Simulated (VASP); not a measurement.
Set up this calculation in VASP 6.6.1, as the native input.

```
Task                   : single point
Functional             : PBE
Potentials or basis    : VASP PAW PBE potentials, release 64 (K_sv, Cs_sv, Sb)
Cutoff                 : 520 eV
k mesh                 : 6 × 6 × 4
Occupations            : gaussian, width 0.1 eV
Spin                   : no spin polarisation
Dipole correction      : no
Further INCAR settings : ALGO = Fast; EDIFF = 1e-06; NBANDS = 28
```

The structure of Cs3KSb lies in POSCAR:

```
Cs3KSb
1.0
    6.0077463294      0.0000000000      0.0000000000
    0.0000000000      6.0077463294      0.0000000000
    0.0000000000      0.0000000000     10.4097526307
K Cs Sb
1 3 1
Direct
    0.0000000000      0.0000000000      0.7890246194
    0.5000000000      0.5000000000      0.0352895800
    0.0000000000      0.5000000000      0.4734587394
    0.5000000000      0.0000000000      0.4734587394
    0.5000000000      0.5000000000      0.6887683219
```

These files were run (other wordings do the same):

INCAR

```
SYSTEM = Cs3KSb
PREC = Accurate
ENCUT = 520
EDIFF = 1E-6
ISMEAR = 0
SIGMA = 0.1
LREAL = .FALSE.
LASPH = .TRUE.
NELM = 80
ALGO = Fast
ISIF = 2
LWAVE = .FALSE.
LCHARG = .TRUE.
GGA = PE
LELF = .TRUE.
LVHAR = .TRUE.
NBANDS = 28
```

KPOINTS

```
Automatic mesh
0
G
  6 6 4
  0 0 0
```

Potentials or basis: VASP PAW PBE potentials, release 64 (K_sv, Cs_sv, Sb).

Command:

```bash
$ cat potpaw_PBE.64/K_sv/POTCAR potpaw_PBE.64/Cs_sv/POTCAR potpaw_PBE.64/Sb/POTCAR > POTCAR
$ mpirun -np 1 vasp_std > vasp.out
```

It gave:

```yaml
Pressure: 0.0 GPa
Largest_force: 0.008 eV/Å
Band_gap_on_the_k_mesh: zero (an odd number of electrons rules out a gap without spin polarisation)
```

Caveat: spin-orbit coupling is left out, which moves the levels of the heavy elements.

Wall time 18 min on 1 thread of Oxide Virtual Turin-like Processor, on a shared host, peak memory 0.61 GiB.
